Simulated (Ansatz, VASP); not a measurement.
**Two plane-wave programs on ZnH**

```
CELL_PARAMETERS angstrom
2.70427 0.00000 0.00000
0.00000 2.70427 0.00000
0.00000 0.00000 2.70427
ATOMIC_POSITIONS crystal
Zn 0.50000 0.50000 0.50000
H 0.00000 0.00000 0.00000
```

Alike in both runs: functional PBE; k mesh 20 × 20 × 20; occupations gaussian, width 0.1 eV; no spin polarisation.

Ansatz relaxed the structure, and its values are those at the end. VASP's run is a single point on that final structure, the one shown.

```csv
,VASP,Ansatz
version,VASP 6.6.1,Ansatz 0.2.0
potentials or method,"VASP PAW PBE potentials, release 64 (Zn, H), cutoff 520 eV","scalar-relativistic, plane waves, PAW"
valence electrons in the cell,13,13
```

```csv
,VASP,Ansatz,Ansatz less VASP
gap on the k mesh at the Fermi level (eV),none,none,-
pressure (GPa),0.1,0.0,-0.15
```

A gap of «none» marks a metal or a gap that the smearing closes. With one functional, cell and mesh, what is left measures potentials, basis and numerics.
